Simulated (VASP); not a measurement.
# C (P4_2/mcm) in VASP: single point with PBE

Aim: the single point of C with PBE.

Everything below comes from runs of VASP 6.6.1. Logs are shortened: lines on timing, memory, paths and dates and some standing lists are left out, and cuts for length are marked.

**1. The cell of the first run**

It takes space group P4_2/mcm (No. 132, tetragonal). Conventional cell: a = 6.262 Å, b = 6.262 Å, c = 2.574 Å, α = 90.00°, β = 90.00°, γ = 90.00°. C (site symmetry m) has 3 C at 1.39 to 1.49 Å within 1.9 Å.

The cell was generated, and may not be a known phase.

**2. Single point, PBE**

Contents of INCAR:

```
SYSTEM = C
PREC = Accurate
ENCUT = 1300
EDIFF = 1E-6
ISMEAR = 0
SIGMA = 0.1
LREAL = .False.
LASPH = .True.
NELM = 120
ALGO = Normal
ISIF = 2
LWAVE = .False.
LCHARG = .False.
GGA = PE
NBANDS = 26
GGA_COMPAT = .False.
```

Contents of KPOINTS:

```
regular mesh
0
Gamma
  6 6 14
  0 0 0
```

Contents of POSCAR:

```
C
1.0
    6.2615838712      0.0000000000      0.0000000000
    0.0000000000      6.2615838712      0.0000000000
    0.0000000000      0.0000000000      2.5737000065
C
8
Direct
    0.2174118997      0.9396355433      0.5000000000
    0.7825881003      0.9396355433      0.0000000000
    0.7825881003      0.0603644567      0.5000000000
    0.9396355433      0.7825881003      0.0000000000
    0.9396355433      0.2174118997      0.5000000000
    0.2174118997      0.0603644567      0.0000000000
    0.0603644567      0.2174118997      0.0000000000
    0.0603644567      0.7825881003      0.5000000000
```

Potentials or basis: VASP PAW PBE potentials, release 64 (C_h).

The run is started by

```
> cat potpaw_PBE.64/C_h/POTCAR > POTCAR
> mpirun -np 1 vasp_std > vasp.out
```

OUTCAR:

```text
SYSTEM = C
   PREC = Accurate
   ENCUT = 1300
   EDIFF = 1E-6
   ISMEAR = 0
   LREAL = .False.
   LASPH = .True.
   NELM = 120
   ISIF = 2
   GGA = PE

 ion  position               nearest neighbor table
   1  0.217  0.940  0.500-   8 1.39   6 1.49   6 1.49
   2  0.783  0.940  0.000-   4 1.39   3 1.49   3 1.49
   3  0.783  0.060  0.500-   5 1.39   2 1.49   2 1.49
   4  0.940  0.783  0.000-   2 1.39   8 1.49   8 1.49
   5  0.940  0.217  0.500-   3 1.39   7 1.49   7 1.49
   6  0.217  0.060  0.000-   7 1.39   1 1.49   1 1.49
   7  0.060  0.217  0.000-   6 1.39   5 1.49   5 1.49
   8  0.060  0.783  0.500-   1 1.39   4 1.49   4 1.49

  LATTYP: Found a simple tetragonal cell.
 ALAT       =     6.2615838712
 C/A-ratio  =     0.4110301897

  Lattice vectors:

 A1 = (   6.2615838712,   0.0000000000,   0.0000000000)
 A2 = (   0.0000000000,   6.2615838712,   0.0000000000)
 A3 = (   0.0000000000,   0.0000000000,   2.5737000065)

Analysis of symmetry for initial positions (statically):
=====================================================================
 Subroutine PRICEL returns:
 Original cell was already a primitive cell.

 Routine SETGRP: Setting up the symmetry group for a
 simple tetragonal supercell.

 Subroutine GETGRP returns: Found 16 space group operations
 (whereof  8 operations were pure point group operations)
 out of a pool of 16 trial point group operations.

The static configuration has the point symmetry D_2h.
 The point group associated with its full space group is D_4h.

Analysis of symmetry for dynamics (positions and initial velocities):
=====================================================================
 Subroutine PRICEL returns:
 Original cell was already a primitive cell.

 Routine SETGRP: Setting up the symmetry group for a
 simple tetragonal supercell.

 Subroutine GETGRP returns: Found 16 space group operations
 (whereof  8 operations were pure point group operations)
 out of a pool of 16 trial point group operations.

The dynamic configuration has the point symmetry D_2h.
 The point group associated with its full space group is D_4h.

 Subroutine INISYM returns: Found 16 space group operations
 (whereof  8 operations are pure point group operations),
 and found     1 'primitive' translations

----------------------------------------------------------------------------------------

                                     Primitive cell

  volume of cell :     100.9082

  direct lattice vectors                    reciprocal lattice vectors
     6.261583871  0.000000000  0.000000000     0.159704002  0.000000000  0.000000000
     0.000000000  6.261583871  0.000000000     0.000000000  0.159704002  0.000000000
     0.000000000  0.000000000  2.573700007     0.000000000  0.000000000  0.388545673

  length of vectors
     6.261583871  6.261583871  2.573700007     0.159704002  0.159704002  0.388545673

  position of ions in fractional coordinates (direct lattice)
     0.217411900  0.939635543  0.500000000
     0.782588100  0.939635543  0.000000000
     0.782588100  0.060364457  0.500000000
     0.939635543  0.782588100  0.000000000
     0.939635543  0.217411900  0.500000000
     0.217411900  0.060364457  0.000000000
     0.060364457  0.217411900  0.000000000
     0.060364457  0.782588100  0.500000000

  ion indices of the primitive-cell ions
   primitive index   ion index
                 1           1
                 2           2
                 3           3
                 4           4
                 5           5
                 6           6
                 7           7
                 8           8

----------------------------------------------------------------------------------------

 KPOINTS: regular mesh

Automatic generation of k-mesh.
 Grid dimensions read from file:
 generate k-points for:    6    6   14

 Generating k-lattice:

  Cartesian coordinates                     Fractional coordinates (reciprocal lattice)
     0.026617334  0.000000000  0.000000000     0.166666667  0.000000000  0.000000000
     0.000000000  0.026617334  0.000000000     0.000000000  0.166666667  0.000000000
     0.000000000  0.000000000  0.027753262     0.000000000  0.000000000  0.071428571

  Length of vectors
     0.026617334  0.026617334  0.027753262

  Shift w.r.t. Gamma in fractional coordinates (k-lattice)
     0.000000000  0.000000000  0.000000000

 Subroutine IBZKPT returns following result:
 ===========================================

 Found     80 irreducible k-points:

 Following reciprocal coordinates:
            Coordinates               Weight
  0.000000  0.000000  0.000000      1.000000
  0.166667  0.000000  0.000000      4.000000
  0.333333  0.000000  0.000000      4.000000
  0.500000  0.000000  0.000000      2.000000
  0.166667  0.166667  0.000000      4.000000
  0.333333  0.166667  0.000000      8.000000
[... 16 lines left out ...]
  0.333333  0.000000  0.142857      8.000000
  0.500000  0.000000  0.142857      4.000000
 [... further k-points ...]
   k-points           NKPTS =     80   k-points in BZ     NKDIM =     80   number of bands    NBANDS=     26
   number of dos      NEDOS =    301   number of ions     NIONS =      8
   total plane-waves  NPLWV = 192000
   dimension x,y,z NGX =    80 NGY =   80 NGZ =   30
   dimension x,y,z NGXF=   160 NGYF=  160 NGZF=   60
   ions per type =               8
   NGX,Y,Z   is equivalent  to a cutoff of  21.24, 21.24, 19.38 a.u.
   NGXF,Y,Z  is equivalent  to a cutoff of  42.48, 42.48, 38.76 a.u.
 SYSTEM =  C
   PREC   = accura    normal or accurate (medium, high low for compatibility)
   ISTART =      0    job   : 0-new  1-cont  2-samecut
   ICHARG =      2    charge: 1-file 2-atom 10-const
   ISPIN  =      1    spin polarized calculation?
   LNONCOLLINEAR =      F non collinear calculations
   LSORBIT =      F    spin-orbit coupling
   LASPH  =      T    aspherical Exc in radial PAW
   ENCUT  = 1300.0 eV  95.55 Ry    9.77 a.u.  18.41 18.41  7.57*2*pi/ulx,y,z
   NELM   =    120;   NELMIN=  2; NELMDL= -5     # of ELM steps
   EDIFF  = 0.1E-05   stopping-criterion for ELM
   LREAL  =      F    real-space projection
   EDIFFG = 0.1E-04   stopping-criterion for IOM
   NSW    =      0    number of steps for IOM
   IBRION =     -1    ionic relax: 0-MD 1-quasi-New 2-CG
   NFREE  =      0    steps in history (QN), initial steepest desc. (CG)
   ISIF   =      2    stress and relaxation
   ISYM   =      2    0-nonsym 1-usesym 2-fastsym
   POTIM  = 0.5000    time-step for ionic-motion
   TEBEG  =    0.0;   TEEND  =   0.0 temperature during run
   PSTRESS=    0.0 pullay stress
   NELECT =      32.0000    total number of electrons
   NUPDOWN=      -1.0000    fix difference up-down
   EMIN   =  10.00;   EMAX   =-10.00  energy-range for DOS
   EFERMI =   0.00;   METHOD = LEGACY
   ISMEAR =     0;   SIGMA  =   0.10  broadening in eV -4-tet -1-fermi 0-gaus
   EFERMI_NEDOS =   21; number of points for ismear=-14 and -15
   IALGO  =     38    algorithm
   IMIX   =      4    mixing-type and parameters
     AMIX     =   0.40;   BMIX     =  1.00
     AMIX_MAG =   1.60;   BMIX_MAG =  1.00
  volume/ion in A,a.u.               =      12.61        85.12
  Fermi-wavevector in a.u.,A,eV,Ry     =   1.116390  2.109672 16.957312  1.246327
  Thomas-Fermi vector in A             =   2.253004
   LORBIT       =      0    0 simple, 1 ext, 2 COOP (PROOUT), +10 PAW based schemes
   GGA     = PE    functional components
   LHFCALC =     F    Hartree Fock is set to
   AEXX    =    0.0000 exact exchange contribution
   IVDW    =     0    specifies the selected vdW correction
   LEPSILON=     F    determine dielectric tensor
   LRPA    =     F    only Hartree local field effects (RPA)
 non-spin polarized calculation
 Gauss-broadening in eV      SIGMA  =   0.10
  energy-cutoff  :     1300.00
  volume of cell :      100.91
 maximum number of plane-waves:     10820
 NGX is ok and might be reduce to    80
   NGX = 37   NGY = 37   NGZ = 15

 number of electron      32.0000000 magnetization

 Free energy of the ion-electron system (eV)
  ---------------------------------------------------
  ext. energy  EPLUGINS =         0.00000000
  ---------------------------------------------------
  free energy    TOTEN  =       -65.37643713 eV

  energy without entropy =      -65.36265137  energy(sigma->0) =      -65.36954425

 E-fermi :   2.6390     XC(G=0):  -8.1633

 val. band max:        2.6358908746   @ k =   0.0000   0.0000   0.0000
 cond. band min:       2.6434678930   @ k =   0.5000   0.0000   0.1429
 fundamental gap:      0.0075770184
 Fermi energy:         2.6390253823

 k-point     1 :       0.0000    0.0000    0.0000
  band No.  band energies     occupation
      1     -18.3029      2.00000
      2     -15.1102      2.00000
      3     -15.1102      2.00000
      4     -10.9658      2.00000
      5      -9.8638      2.00000
      6      -6.1273      2.00000
[... 18 lines left out ...]
     25       9.6692      0.00000
     26      11.0501      0.00000

 k-point     2 :       0.1667    0.0000    0.0000
  band No.  band energies     occupation
      1     -18.2998      2.00000
      2     -15.1248      2.00000
      3     -15.1096      2.00000
      4     -10.9394      2.00000
      5      -9.8689      2.00000
      6      -6.0850      2.00000
[... 18 lines left out ...]
     25       9.6661      0.00000
     26      11.0570      0.00000

 k-point     3 :       0.3333    0.0000    0.0000
  band No.  band energies     occupation
      1     -18.2937      2.00000
      2     -15.1538      2.00000
      3     -15.1085      2.00000
      4     -10.8866      2.00000
      5      -9.8790      2.00000
      6      -5.9692      2.00000
[... 572 lines left out ...]
 k-point    23 :       0.3333    0.0000    0.1429
  band No.  band energies     occupation
      1     -17.9436      2.00000
      2     -14.8321      2.00000
      3     -14.7881      2.00000
      4     -10.5816      2.00000
      5      -9.7556      2.00000
      6      -6.2099      2.00000
[... 18 lines left out ...]
     25      11.0072      0.00000
     26      11.2020      0.00000

 k-point    24 :       0.5000    0.0000    0.1429
  band No.  band energies     occupation
      1     -17.9406      2.00000
      2     -14.8461      2.00000
      3     -14.7876      2.00000
      4     -10.5561      2.00000
      5      -9.7598      2.00000
      6      -6.2092      2.00000
[... 18 lines left out ...]
     25      11.0019      0.00000
     26      11.1889      0.00000

 [... further k-points ...]

------------------------ aborting loop because EDIFF is reached ----------------------------------------

  FORCE on cell =-STRESS in cart. coord.  units (eV):
  Direction    XX          YY          ZZ          XY          YZ          ZX
  --------------------------------------------------------------------------------------
  -------------------------------------------------------------------------------------
  Total       -0.0260085     -0.0260085     -0.0786396     -0.0000000      0.0000000      0.0000000
  in kB       -0.4129517     -0.4129517     -1.2486056     -0.0000000      0.0000000      0.0000000
  external PRESSURE =      -0.6915030 kB  Pullay stress =       0.0000000 kB

 VOLUME and BASIS-vectors are now :
 -----------------------------------------------------------------------------
  energy-cutoff  :     1300.00
  volume of cell :      100.91
      direct lattice vectors                 reciprocal lattice vectors
     6.261583871  0.000000000  0.000000000     0.159704002  0.000000000  0.000000000
     0.000000000  6.261583871  0.000000000     0.000000000  0.159704002  0.000000000
     0.000000000  0.000000000  2.573700007     0.000000000  0.000000000  0.388545673

 POSITION                                       TOTAL-FORCE (eV/Angst)
 -----------------------------------------------------------------------------------
      1.36134      5.88361      1.28685         0.003706     -0.002533      0.000000
      4.90024      5.88361      0.00000        -0.003706     -0.002533      0.000000
      4.90024      0.37798      1.28685        -0.003706      0.002533     -0.000000
      5.88361      4.90024      0.00000        -0.002533     -0.003706     -0.000000
      5.88361      1.36134      1.28685        -0.002533      0.003706     -0.000000
      1.36134      0.37798      0.00000         0.003706      0.002533     -0.000000
      0.37798      1.36134      0.00000         0.002533      0.003706      0.000000
      0.37798      4.90024      1.28685         0.002533     -0.003706      0.000000
 -----------------------------------------------------------------------------------
    total drift:                                0.000000     -0.000000      0.000000

  FREE ENERGIE OF THE ION-ELECTRON SYSTEM (eV)
  ---------------------------------------------------
  free  energy   TOTEN  =       -65.3764371289 eV

  energy  without entropy=      -65.3626513686  energy(sigma->0) =      -65.36954425
```

Wall time 8.8 min (1 thread of Intel Xeon 6975P-C (Granite Rapids), shared host); peak memory 0.79 GiB.

What came out:

```yaml
Free_energy: -65.3764 eV
Pressure: -0.1 GPa
Largest_force: 0.004 eV/Å
Band_gap_on_the_k_mesh: zero (bands 16 and 17 overlap by 0.51 eV)
```

Forces on the atoms (eV/Å):
```
C    0.004 -0.003  0.000
C   -0.004 -0.003  0.000
C   -0.004  0.003  0.000
C   -0.003 -0.004  0.000
C   -0.003  0.004  0.000
C    0.004  0.003  0.000
C    0.003  0.004  0.000
C    0.003 -0.004  0.000
```

Levels at points of the mesh, in eV from the Fermi level:
| k point | band 12 | band 13 | band 14 | band 15 | band 16 | band 17 | band 18 | band 19 | band 20 | band 21 |
| --- | --- | --- | --- | --- | --- | --- | --- | --- | --- | --- |
| (0.00, 0.00, 0.00) | -3.68 | -3.63 | -3.63 | -2.69 | -0.09 | 0.00 | 2.13 | 2.99 | 2.99 | 4.36 |
| (0.50, 0.00, 0.00) | -4.21 | -3.64 | -3.50 | -2.68 | -0.26 | 0.63 | 1.73 | 2.69 | 3.61 | 5.00 |
| (0.50, 0.50, 0.00) | -4.06 | -4.06 | -3.61 | -2.67 | -0.54 | 1.34 | 1.56 | 3.30 | 3.30 | 4.05 |
| (0.00, 0.00, 0.50) | -6.17 | -4.15 | -4.15 | -1.69 | -1.69 | 0.18 | 0.18 | 2.27 | 2.27 | 8.04 |
| (0.50, 0.00, 0.50) | -6.22 | -3.96 | -3.96 | -1.88 | -1.88 | -0.04 | -0.04 | 2.50 | 2.50 | 7.53 |
| (0.50, 0.50, 0.50) | -6.26 | -3.76 | -3.76 | -2.01 | -2.01 | -0.32 | -0.32 | 2.73 | 2.73 | 7.73 |

Caveat: this functional lacks dispersion, which binds layers or chains, so the pressure and a relaxed spacing across them are unreliable.
